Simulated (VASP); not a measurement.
# Ag2Pb (P4/nmm) in VASP: further runs

Ag2Pb is run at these levels: PBE; tasks: single point, relaxation of cell and atoms.

All numbers are computed with VASP 6.6.1; they aren't measurements. Logs are shortened: lines on timing, memory, paths and dates and some standing lists are left out, and cuts for length are marked.

## (1) The cell of the first run

Symmetry: P4/nmm, No. 129, tetragonal system. Conventional cell: a = 4.394 Å, b = 4.394 Å, c = 6.704 Å, α = 90.00°, β = 90.00°, γ = 90.00°. Ag (site symmetry -4m2) has 8 Ag at 2.85 to 3.11 Å and 4 Pb at 2.98 Å within 3.8 Å. Within 3.9 Å of Ag (site symmetry 4mm) lie 4 Ag at 2.85 Å and 6 Pb at 2.88 to 3.82 Å. Pb (site symmetry 4mm) has 10 Ag at 2.88 to 3.82 Å within 3.9 Å.

## (2) Single point, PBE

The input, INCAR:

```
PREC = Accurate
ENCUT = 520
EDIFF = 1E-6
ISMEAR = 0
SIGMA = 0.1
LREAL = F
LASPH = T
NELM = 80
ALGO = Fast
ISIF = 2
LWAVE = F
LCHARG = F
GGA = PE
NBANDS = 45
```

The input, KPOINTS:

```
regular mesh
0
Gamma
  4 4 4
```

The input, POSCAR:

```
Ag2Pb
1.0
    4.3936420241      0.0000000000      0.0000000000
    0.0000000000      4.3936420241      0.0000000000
    0.0000000000      0.0000000000      6.7038260443
Ag Pb
4 2
Direct
    0.0000000000      0.0000000000      0.0000000000
    0.5000000000      0.5000000000      0.0000000000
    0.0000000000      0.5000000000      0.2700000000
    0.5000000000      0.0000000000      0.7300000000
    0.0000000000      0.5000000000      0.7000000000
    0.5000000000      0.0000000000      0.3000000000
```

Potentials or basis: VASP PAW PBE potentials, release 64 (Ag, Pb_d).

Run with:

```bash
$ cat potpaw_PBE.64/Ag/POTCAR potpaw_PBE.64/Pb_d/POTCAR > POTCAR
$ mpirun -np 1 vasp_std > vasp.out
```

OUTCAR:

```text
PREC = Accurate
   ENCUT = 520
   EDIFF = 1E-6
   ISMEAR = 0
   LREAL = F
   LASPH = T
   NELM = 80
   ISIF = 2
   GGA = PE

 ion  position               nearest neighbor table
   1  0.000  0.000  0.000-   3 2.85   4 2.85   3 2.85   4 2.85   5 2.98   5 2.98   6 2.98   6 2.98
                             2 3.11   2 3.11   2 3.11   2 3.11
   2  0.500  0.500  0.000-   3 2.85   4 2.85   4 2.85   3 2.85   5 2.98   6 2.98   6 2.98   5 2.98
                             1 3.11   1 3.11   1 3.11   1 3.11
   3  0.000  0.500  0.270-   1 2.85   2 2.85   1 2.85   2 2.85   5 2.88   6 3.11   6 3.11   6 3.11
                             6 3.11   5 3.82
   4  0.500  0.000  0.730-   1 2.85   2 2.85   2 2.85   1 2.85   6 2.88   5 3.11   5 3.11   5 3.11
                             5 3.11   6 3.82
   5  0.000  0.500  0.700-   3 2.88   2 2.98   1 2.98   1 2.98   2 2.98   4 3.11   4 3.11   4 3.11
                             4 3.11   3 3.82   6 4.10   6 4.10   6 4.10   6 4.10
   6  0.500  0.000  0.300-   4 2.88   2 2.98   1 2.98   2 2.98   1 2.98   3 3.11   3 3.11   3 3.11
                             3 3.11   4 3.82   5 4.10   5 4.10   5 4.10   5 4.10

  LATTYP: Found a simple tetragonal cell.
 ALAT       =     4.3936420241
 C/A-ratio  =     1.5258016032

  Lattice vectors:

 A1 = (   4.3936420241,   0.0000000000,   0.0000000000)
 A2 = (   0.0000000000,   4.3936420241,   0.0000000000)
 A3 = (   0.0000000000,   0.0000000000,   6.7038260443)

Analysis of symmetry for initial positions (statically):
=====================================================================
 Subroutine PRICEL returns:
 Original cell was already a primitive cell.

 Routine SETGRP: Setting up the symmetry group for a
 simple tetragonal supercell.

 Subroutine GETGRP returns: Found 16 space group operations
 (whereof  8 operations were pure point group operations)
 out of a pool of 16 trial point group operations.

The static configuration has the point symmetry D_2d.
 The point group associated with its full space group is D_4h.

Analysis of symmetry for dynamics (positions and initial velocities):
=====================================================================
 Subroutine PRICEL returns:
 Original cell was already a primitive cell.

 Routine SETGRP: Setting up the symmetry group for a
 simple tetragonal supercell.

 Subroutine GETGRP returns: Found 16 space group operations
 (whereof  8 operations were pure point group operations)
 out of a pool of 16 trial point group operations.

The dynamic configuration has the point symmetry D_2d.
 The point group associated with its full space group is D_4h.

 Subroutine INISYM returns: Found 16 space group operations
 (whereof  8 operations are pure point group operations),
 and found     1 'primitive' translations

----------------------------------------------------------------------------------------

                                     Primitive cell

  volume of cell :     129.4113

  direct lattice vectors                    reciprocal lattice vectors
     4.393642024  0.000000000  0.000000000     0.227601610  0.000000000  0.000000000
     0.000000000  4.393642024  0.000000000     0.000000000  0.227601610  0.000000000
     0.000000000  0.000000000  6.703826044     0.000000000  0.000000000  0.149168548

  length of vectors
     4.393642024  4.393642024  6.703826044     0.227601610  0.227601610  0.149168548

  position of ions in fractional coordinates (direct lattice)
     0.000000000  0.000000000  0.000000000
     0.500000000  0.500000000  0.000000000
     0.000000000  0.500000000  0.270000000
     0.500000000  0.000000000  0.730000000
     0.000000000  0.500000000  0.700000000
     0.500000000  0.000000000  0.300000000

  ion indices of the primitive-cell ions
   primitive index   ion index
                 1           1
                 2           2
                 3           3
                 4           4
                 5           5
                 6           6

----------------------------------------------------------------------------------------

[... 47 lines left out ...]
   IVDW    =     0    specifies the selected vdW correction
   LEPSILON=     F    determine dielectric tensor
   LRPA    =     F    only Hartree local field effects (RPA)
 non-spin polarized calculation
 RMM-DIIS sequential band-by-band and
 Gauss-broadening in eV      SIGMA  =   0.10
  energy-cutoff  :      520.00
  volume of cell :      129.41
 maximum number of plane-waves:      3520
 NGX is ok and might be reduce to    36
   NGX = 17   NGY = 17   NGZ = 25

 number of electron      71.9999993 magnetization

 Free energy of the ion-electron system (eV)
  ---------------------------------------------------
  ext. energy  EPLUGINS =         0.00000000
  ---------------------------------------------------
  free energy    TOTEN  =       -17.36791715 eV

  energy without entropy =      -17.36025309  energy(sigma->0) =      -17.36408512

 E-fermi :   7.9407     XC(G=0): -11.1855

 val. band max:        7.7823214537   @ k =   0.2500   0.2500   0.2500
 cond. band min:       7.9718182746   @ k =   0.2500   0.0000   0.0000
 fundamental gap:      0.1894968210
 Fermi energy:         7.9407155811

 k-point     1 :       0.0000    0.0000    0.0000
  band No.  band energies     occupation
      1      -9.0139      2.00000
      2      -8.9909      2.00000
      3      -8.9887      2.00000
      4      -8.9881      2.00000
      5      -8.9881      2.00000
      6      -8.9759      2.00000
[... 37 lines left out ...]
     44      13.9993      0.00000
     45      14.3039      0.00000

 k-point     2 :       0.2500    0.0000    0.0000
  band No.  band energies     occupation
      1      -9.0045      2.00000
      2      -8.9882      2.00000
      3      -8.9876      2.00000
      4      -8.9873      2.00000
      5      -8.9777      2.00000
      6      -8.9684      2.00000
[... 37 lines left out ...]
     44      14.0025      0.00000
     45      14.3753      0.00000

 k-point     3 :       0.5000    0.0000    0.0000
  band No.  band energies     occupation
      1      -8.9919      2.00000
      2      -8.9919      2.00000
      3      -8.9833      2.00000
      4      -8.9833      2.00000
      5      -8.9785      2.00000
      6      -8.9785      2.00000
[... 709 lines left out ...]
     44      14.8821      0.00000
     45      15.9031      0.00000

 k-point    18 :       0.5000    0.5000    0.5000
  band No.  band energies     occupation
      1      -8.9974      2.00000
      2      -8.9974      2.00000
      3      -8.9916      2.00000
      4      -8.9916      2.00000
      5      -8.9674      2.00000
      6      -8.9674      2.00000
[... 37 lines left out ...]
     44      13.2492      0.00000
     45      14.4429      0.00000

------------------------ aborting loop because EDIFF is reached ----------------------------------------

  FORCE on cell =-STRESS in cart. coord.  units (eV):
  Direction    XX          YY          ZZ          XY          YZ          ZX
  --------------------------------------------------------------------------------------
  -------------------------------------------------------------------------------------
  Total        3.2474174      3.2474174      5.6891314      0.0000000      0.0000000     -0.0000000
  in kB       40.2046805     40.2046805     70.4343431      0.0000000      0.0000000     -0.0000000
  external PRESSURE =      50.2812347 kB  Pullay stress =       0.0000000 kB

 VOLUME and BASIS-vectors are now :
 -----------------------------------------------------------------------------
  energy-cutoff  :      520.00
  volume of cell :      129.41
      direct lattice vectors                 reciprocal lattice vectors
     4.393642024  0.000000000  0.000000000     0.227601610  0.000000000  0.000000000
     0.000000000  4.393642024  0.000000000     0.000000000  0.227601610  0.000000000
     0.000000000  0.000000000  6.703826044     0.000000000  0.000000000  0.149168548

 POSITION                                       TOTAL-FORCE (eV/Angst)
 -----------------------------------------------------------------------------------
      0.00000      0.00000      0.00000        -0.000000      0.000000      0.000000
      2.19682      2.19682      0.00000        -0.000000     -0.000000      0.000000
      0.00000      2.19682      1.81003        -0.000000      0.000000      0.143173
      2.19682      0.00000      4.89379         0.000000      0.000000     -0.143173
      0.00000      2.19682      4.69268        -0.000000      0.000000     -0.825358
      2.19682      0.00000      2.01115        -0.000000      0.000000      0.825358
 -----------------------------------------------------------------------------------
    total drift:                                0.000000      0.000000     -0.000000

  FREE ENERGIE OF THE ION-ELECTRON SYSTEM (eV)
  ---------------------------------------------------
  free  energy   TOTEN  =       -17.3679171519 eV

  energy  without entropy=      -17.3602530886  energy(sigma->0) =      -17.36408512
```

Run time: 48 s. Hardware: 1 thread of Intel Xeon 6975P-C (Granite Rapids), shared host; peak memory 0.27 GiB.

What came out:

```yaml
Free_energy: -17.3679 eV
Pressure: 5.0 GPa
Largest_force: 0.825 eV/Å
Band_gap_on_the_k_mesh: zero (bands 36 and 37 overlap by 3.29 eV)
```

Forces on the atoms (eV/Å):
```
Ag   0.000  0.000  0.000
Ag   0.000  0.000  0.000
Ag   0.000  0.000  0.143
Ag   0.000  0.000 -0.143
Pb   0.000  0.000 -0.825
Pb   0.000  0.000  0.825
```

Caveat: the cell stands under pressure; spin-orbit coupling is left out, which moves the levels of the heavy elements.

## (3) Single point, PBE

This run uses another cell than the first one, of 22.78 Å³/atom.

The input, INCAR:

```
SYSTEM = Ag2Pb
PREC = Accurate
ENCUT = 520
EDIFF = 1E-7
ISMEAR = 0
SIGMA = 0.1
LREAL = .False.
LASPH = .True.
NELM = 100
ALGO = Fast
ISIF = 2
LWAVE = .False.
LCHARG = .False.
GGA = PE
NBANDS = 45
```

The input, KPOINTS:

```
Automatic mesh
0
Gamma
  4 4 4
  0 0 0
```

The input, POSCAR:

```
Ag2Pb
1.0
    4.2805757364      0.0000000000      0.0000000000
    0.0000000000      4.2805757364      0.0000000000
    0.0000000000      0.0000000000      7.4589473314
Ag Pb
4 2
Direct
    0.0000000000      0.0000000000      0.0000000000
    0.5000000000      0.5000000000      0.0000000000
    0.0000000000      0.5000000000      0.2589293836
    0.5000000000      0.0000000000      0.7410706164
    0.0000000000      0.5000000000      0.6651555619
    0.5000000000      0.0000000000      0.3348444381
```

Potentials or basis: VASP PAW PBE potentials, release 64 (Ag, Pb_d).

Run with:

```bash
$ cat potpaw_PBE.64/Ag/POTCAR potpaw_PBE.64/Pb_d/POTCAR > POTCAR
$ mpirun -np 1 vasp_std > vasp.out
```

It took 50 s on 1 thread of Intel Xeon 6975P-C (Granite Rapids), shared host; peak memory 0.27 GiB.

The run converged. Its results:

```
Free energy            : -17.7272 eV
Pressure               : -0.1 GPa
Largest force          : 0.017 eV/Å
Band gap on the k mesh : zero (bands 36 and 37 overlap by 2.25 eV)
```

Forces in eV/Å, atoms in the order of the input:
```
Ag   0.000  0.000  0.000
Ag   0.000  0.000  0.000
Ag   0.000  0.000 -0.017
Ag   0.000  0.000  0.017
Pb   0.000  0.000  0.008
Pb   0.000  0.000 -0.008
```

Stress tensor (GPa, compression positive):
```
-0.16  0.00  0.00
 0.00 -0.16  0.00
 0.00  0.00  0.01
```

Levels at points of the mesh, in eV from the Fermi level:
| k point | band 33 | band 34 | band 35 | band 36 | band 37 | band 38 | band 39 | band 40 |
| --- | --- | --- | --- | --- | --- | --- | --- | --- |
| (0.00, 0.00, 0.00) | -3.13 | -1.05 | -0.30 | -0.30 | 1.31 | 2.52 | 2.52 | 4.02 |
| (0.50, 0.00, 0.00) | -2.62 | -2.62 | -1.80 | -1.80 | 2.72 | 2.72 | 3.59 | 3.59 |
| (0.50, 0.50, 0.00) | -2.17 | -2.17 | -1.23 | -1.23 | -1.14 | -1.14 | 0.03 | 0.03 |
| (0.00, 0.00, 0.50) | -2.86 | -1.38 | 0.81 | 0.81 | 0.94 | 0.94 | 1.53 | 2.03 |
| (0.50, 0.00, 0.50) | -3.24 | -3.24 | 0.43 | 0.43 | 1.27 | 1.27 | 3.02 | 3.02 |
| (0.50, 0.50, 0.50) | -2.65 | -2.65 | -1.96 | -1.96 | -1.28 | -1.28 | 2.54 | 2.54 |

Caveat: the k points lie up to 0.37 Å⁻¹ apart, too coarse for converged energies and pressures of a metal; spin-orbit coupling is left out, which moves the levels of the heavy elements.

## (4) Relaxation of cell and atoms, PBE

The input, INCAR:

```
SYSTEM = Ag2Pb
PREC = Accurate ; ENCUT = 600
EDIFF = 1E-6 ; ISMEAR = 0
SIGMA = 0.1 ; LREAL = .FALSE.
LASPH = .TRUE. ; NELM = 60
ALGO = Fast ; ISIF = 3
LWAVE = .FALSE. ; LCHARG = .FALSE.
GGA = PE ; IBRION = 2
NSW = 90 ; EDIFFG = -0.04
```

The input, KPOINTS:

```
regular mesh
0
G
  4 4 4
  0 0 0
```

The input, POSCAR:

```
Ag2Pb
1.0
    4.3936420241      0.0000000000      0.0000000000
    0.0000000000      4.3936420241      0.0000000000
    0.0000000000      0.0000000000      6.7038260443
Ag Pb
4 2
Direct
    0.0000000000      0.0000000000      0.0000000000
    0.5000000000      0.5000000000      0.0000000000
    0.0000000000      0.5000000000      0.2700000000
    0.5000000000      0.0000000000      0.7300000000
    0.0000000000      0.5000000000      0.7000000000
    0.5000000000      0.0000000000      0.3000000000
```

Run with:

```bash
$ cat potpaw_PBE.64/Ag/POTCAR potpaw_PBE.64/Pb_d/POTCAR > POTCAR
$ mpirun -np 1 vasp_std > vasp.out
```

Run time: 9.6 min. Hardware: 1 thread of Intel Xeon 6975P-C (Granite Rapids), shared host; peak memory 0.35 GiB.

Results (log left out):

* Free energy: -17.7217 eV
* Relaxed volume: 22.73 Å³/atom
* Relaxed cell: a = 4.266 Å, b = 4.266 Å, c = 7.492 Å, α = 90.00°, β = 90.00°, γ = 90.00°
* Space group after relaxing (to 0.1 Å): P4/nmm (No. 129)
* Energy gained by relaxing: 59.1 meV/atom
* Ionic steps: 13
* Pressure after relaxing: 0.1 GPa
* Largest force after relaxing: 0.009 eV/Å
* Band gap on the k mesh: zero (bands 36 and 37 overlap by 2.23 eV)

Forces on the atoms (eV/Å):
```
Ag   0.000  0.000  0.000
Ag   0.000  0.000  0.000
Ag   0.000  0.000 -0.001
Ag   0.000  0.000  0.001
Pb   0.000  0.000  0.009
Pb   0.000  0.000 -0.009
```

The path:
| step | energy change (eV) | largest force (eV/Å) | pressure (GPa) | volume (Å³) |
| --- | --- | --- | --- | --- |
| 1 | 0.0000 | 0.8262 | 5.07 | 129.41 |
| 2 | -0.1691 | 0.3236 | -1.88 | 142.60 |
| 3 | -0.1830 | 0.4187 | -0.69 | 139.48 |
| 4 | -0.2248 | 0.3578 | -0.60 | 138.81 |
| 5 | -0.3065 | 0.2083 | -0.14 | 136.65 |
| 6 | -0.2988 | 0.1791 | 2.21 | 131.76 |
| 7 | -0.3311 | 0.1571 | 0.64 | 134.90 |
| 8 | -0.3306 | 0.1539 | 1.22 | 133.65 |
| 9 | -0.3350 | 0.2007 | -0.96 | 138.46 |
| 10 | -0.3428 | 0.1844 | -0.06 | 136.31 |
| 11 | -0.3491 | 0.1249 | -0.02 | 136.33 |
| 12 | -0.3539 | 0.0429 | 0.05 | 136.35 |
| 13 | -0.3545 | 0.0089 | 0.08 | 136.35 |

Final structure:
```xyz
6
Lattice="4.2660 0.0000 0.0000 0.0000 4.2660 0.0000 0.0000 0.0000 7.4925" Properties=species:S:1:pos:R:3 pbc="T T T"
Ag    0.0000    0.0000    0.0000
Ag    2.1330    2.1330    0.0000
Ag    0.0000    2.1330    1.9362
Ag    2.1330    0.0000    5.5562
Pb    0.0000    2.1330    4.9773
Pb    2.1330    0.0000    2.5152
```

Levels at points of the mesh, in eV from the Fermi level:
| k point | band 34 | band 35 | band 36 | band 37 | band 38 | band 39 |
| --- | --- | --- | --- | --- | --- | --- |
| (0.00, 0.00, 0.00) | -1.04 | -0.27 | -0.27 | 1.35 | 2.53 | 2.53 |
| (0.50, 0.00, 0.00) | -2.63 | -1.81 | -1.81 | 2.76 | 2.76 | 3.61 |
| (0.50, 0.50, 0.00) | -2.16 | -1.24 | -1.24 | -1.14 | -1.14 | 0.03 |
| (0.00, 0.00, 0.50) | -1.42 | 0.82 | 0.82 | 0.97 | 0.97 | 1.51 |
| (0.50, 0.00, 0.50) | -3.25 | 0.39 | 0.39 | 1.25 | 1.25 | 3.05 |
| (0.50, 0.50, 0.50) | -2.66 | -1.94 | -1.94 | -1.27 | -1.27 | 2.50 |

Caveat: spin-orbit coupling is left out, which moves the levels of the heavy elements.

## (5) Single point, PBE

This run uses another cell than the first one, of 22.72 Å³/atom.

The input, INCAR:

```
ALGO = Fast ; EDIFF = 1E-7
ENCUT = 520 ; GGA = PE
ISIF = 2 ; ISMEAR = 0
LASPH = T ; LCHARG = T
LELF = T ; LREAL = F
LVHAR = T ; LWAVE = F
NBANDS = 45 ; NELM = 100
PREC = Accurate ; SIGMA = 0.1
```

The input, KPOINTS:

```
k-points
0
Gamma
  10 10 6
```

The input, POSCAR:

```
Ag2Pb
1.0
    4.2675542733      0.0000000000      0.0000000000
    0.0000000000      4.2675542733      0.0000000000
    0.0000000000      0.0000000000      7.4841269633
Ag Pb
4 2
Direct
    0.0000000000      0.0000000000      0.0000000000
    0.5000000000      0.5000000000      0.0000000000
    0.0000000000      0.5000000000      0.2597207464
    0.5000000000      0.0000000000      0.7402792536
    0.0000000000      0.5000000000      0.6675147525
    0.5000000000      0.0000000000      0.3324852475
```

Run with:

```bash
$ cat potpaw_PBE.64/Ag/POTCAR potpaw_PBE.64/Pb_d/POTCAR > POTCAR
$ mpirun -np 1 vasp_std > vasp.out
```

It took 3.7 min on 1 thread of Intel Xeon 6975P-C (Granite Rapids), shared host; peak memory 0.51 GiB.

The run converged. Its results:

```
Free energy            : -17.6345 eV
Pressure               : -0.1 GPa
Largest force          : 0.007 eV/Å
Band gap on the k mesh : zero (bands 36 and 37 overlap by 2.16 eV)
```

Forces in eV/Å, atoms in the order of the input:
```
Ag   0.000  0.000  0.000
Ag   0.000  0.000  0.000
Ag   0.000  0.000 -0.007
Ag   0.000  0.000  0.007
Pb   0.000  0.000 -0.005
Pb   0.000  0.000  0.005
```

Levels at points of the mesh, in eV from the Fermi level:
| k point | band 34 | band 35 | band 36 | band 37 | band 38 | band 39 |
| --- | --- | --- | --- | --- | --- | --- |
| (0.00, 0.00, 0.00) | -0.89 | -0.20 | -0.20 | 1.40 | 2.56 | 2.56 |
| (0.50, 0.00, 0.00) | -2.55 | -1.69 | -1.69 | 2.85 | 2.85 | 3.73 |
| (0.50, 0.50, 0.00) | -2.06 | -1.21 | -1.21 | -1.05 | -1.05 | 0.13 |
| (0.00, 0.00, 0.50) | -1.35 | 0.92 | 0.92 | 1.00 | 1.00 | 1.65 |
| (0.50, 0.00, 0.50) | -3.16 | 0.52 | 0.52 | 1.34 | 1.34 | 3.15 |
| (0.50, 0.50, 0.50) | -2.58 | -1.87 | -1.87 | -1.21 | -1.21 | 2.64 |

Caveat: spin-orbit coupling is left out, which moves the levels of the heavy elements.

## (6) Overview

```tsv
task	cell	k mesh	cutoff (eV)	gap on the mesh (eV)	pressure (GPa)	largest force (eV/Å)
single point	a = 4.394, b = 4.394, c = 6.704 Å, 6 atoms, atomic positions A	4 × 4 × 4	520	none	5.0	0.83
single point	a = 4.281, b = 4.281, c = 7.459 Å, 6 atoms, atomic positions B	4 × 4 × 4	520	none	-0.1	0.02
relaxation of cell and atoms	relaxed from a = 4.394, b = 4.394, c = 6.704 Å, 6 atoms, atomic positions A	4 × 4 × 4	600	none	0.1	0.01
single point	a = 4.268, b = 4.268, c = 7.484 Å, 6 atoms, atomic positions C	10 × 10 × 6	520	none	-0.1	0.01
```

Alike in all rows: level PBE; potentials or basis VASP PAW PBE potentials, release 64 (Ag, Pb_d); no spin polarisation; smearing gaussian 0.1 eV.

Caveats: some runs use coarse meshes; spin-orbit coupling is left out, which moves the levels of the heavy elements; the cell stands under pressure (at least some runs).

Absolute energies hang on the potentials; compare differences alone.
